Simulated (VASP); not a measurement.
Runs of VASP 6.6.1 on Ir. The structure is that of space group Fm-3m (No. 225), or close to it. The cells are those of the table. 

```csv
level,potentials or basis,U,cell,k mesh,cutoff (eV),second run,pressure (GPa),moment (μB)
PBE,"VASP PAW PBE potentials, release 64 (Ir_sv_GW)",-,"a = 2.715 Å, angles 60.0°, 1 atom",12 × 12 × 12,500,valence_matched,7.0,0.00
PBE,"VASP PAW PBE potentials, release 64 (Ir)",-,"a = 2.760 Å, angles 60.0°, 1 atom",8 × 8 × 8,520,-,(b),0.00
PBE,"VASP PAW PBE potentials, release 64 (Ir)",-,"a = 2.715 Å, angles 60.0°, 1 atom",8 × 8 × 8,520,-,(a),0.00
PBE,"VASP PAW PBE potentials, release 64 (Ir_sv_GW)",-,"a = 2.715 Å, angles 60.0°, 1 atom",8 × 8 × 8,500,valence_matched,8.9,0.00
PBE+U,"VASP PAW PBE potentials, release 64 (Ir_sv_GW)",Ir d U = 5.0 eV,"a = 2.715 Å, angles 60.0°, 1 atom",12 × 12 × 12,500,valence_matched,4.6,0.00
PBE+U,"VASP PAW PBE potentials, release 64 (Ir)",Ir d U = 5.0 eV,"a = 2.715 Å, angles 60.0°, 1 atom",12 × 12 × 12,520,-,-8.1,0.00
PBE,"VASP PAW PBE potentials, release 64 (Ir)",-,"a = 2.715 Å, angles 60.0°, 1 atom",12 × 12 × 12,520,-,10.0,0.00
```

Alike in all rows: task single point; spin non-collinear, zero start, SOC; smearing gaussian 0.05 eV.

Question: Fill in the values left out.

Answer: (a) 11.9; (b) -5.2.

Caveats: the U is typed as a test and isn't derived for this compound (some runs).

The runs don't all hold the same shells in valence.
